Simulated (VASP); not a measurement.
Wanted: the native input for a VASP 6.6.1 run.

* Task: single point
* Functional: PBE
* Potentials or basis: VASP PAW PBE potentials, release 64 (Mn_pv, S)
* Cutoff: 520 eV
* k mesh: 7 × 7 × 4
* Occupations: fermi-dirac, width 0.05 eV
* Spin: collinear spin, ferromagnetic start
* Starting moments: [6.0, 6.0, 0.0, 0.0] μB
* Fixed moment: 12 μB
* Dipole correction: no
* Further INCAR settings: ALGO = Normal; EDIFF = 1e-07; NBANDS = 31

The structure of MnS lies in POSCAR:

```
MnS
1.0
    3.9535769233      0.0000000000      0.0000000000
   -1.9767884617      3.4238980514      0.0000000000
    0.0000000000      0.0000000000      6.3425288600
Mn S
2 2
Direct
    0.6666666667      0.3333333333      0.4988446700
    0.3333333333      0.6666666667      0.9988446700
    0.3333333333      0.6666666667      0.6261543000
    0.6666666667      0.3333333333      0.1261543000
```

These files were run (other wordings do the same):

INCAR

```
  PREC = Accurate
  ENCUT = 520
  EDIFF = 1E-7
  ISMEAR = -1
  SIGMA = 0.05
  LREAL = F
  LASPH = T
  NELM = 150
  ALGO = Normal
  ISIF = 2
  LWAVE = F
  LCHARG = F
  ISPIN = 2
  MAGMOM = 6 6 0 0
  LORBIT = 11
  NUPDOWN = 12.0
  LMAXMIX = 4
  GGA = PE
  NBANDS = 31
```

KPOINTS

```
Automatic mesh
0
Gamma
  7 7 4
```

Potentials or basis: VASP PAW PBE potentials, release 64 (Mn_pv, S).

Launch:

```sh
$ cat potpaw_PBE.64/Mn_pv/POTCAR potpaw_PBE.64/S/POTCAR > POTCAR
$ mpirun -np 1 vasp_std > vasp.out
```

It gave:

The pressure is 13.7 GPa and the largest force is 0.308 eV/Å. The net moment is 12.00 μB per cell. The site moments are Mn +4.54; S +0.43 μB and the valence electrons inside the program's atomic spheres are Mn 11.38; S 3.72.

Caveat: the cell stands under pressure; the total moment is fixed, so each spin has its own Fermi level; only a ferromagnetic start was run, and an antiferromagnetic order may lie lower in energy.

Run time: 2.4 min on 1 thread of Intel Xeon 8259CL, on a shared host, peak memory 0.28 GiB.
